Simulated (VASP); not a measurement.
Here is a VASP 6.6.1 calculation.

Contents of INCAR:

```
SYSTEM = Hg
PREC = Accurate ; ENCUT = 550
EDIFF = 1E-6 ; ISMEAR = 0
SIGMA = 0.1 ; LREAL = .False.
LASPH = .True. ; NELM = 120
ALGO = Normal ; ISIF = 2
LWAVE = .False. ; LCHARG = .False.
GGA = PS ; NBANDS = 27
GGA_COMPAT = .False.
```

The input KPOINTS:

```
regular mesh
0
Gamma
  15 15 8
  0 0 0
```

The input POSCAR:

```
Hg
1.0
    3.2645736674      0.0000000000      0.0000000000
   -1.6322868337      2.8272037285      0.0000000000
    0.0000000000      0.0000000000      4.9902315018
Hg
2
Direct
    0.6666666667      0.3333333333      0.7500000000
    0.3333333333      0.6666666667      0.2500000000
```

Potentials or basis: VASP PAW PBE potentials, release 64 (Hg_sv_GW).

The run is started by

```sh
$ cat potpaw_PBE.64/Hg_sv_GW/POTCAR > POTCAR
$ mpirun -np 1 vasp_std > vasp.out
```

(1) Predict the pressure.

(2) What does it give for the band gap on the k mesh?

Results:

(1) 0.8 GPa.

(2) zero (bands 20 and 21 overlap by 0.99 eV).

Caveat: the PAW data sets were made with another functional, which shifts forces and pressure a little; spin-orbit coupling is left out, which moves the levels of the heavy elements.
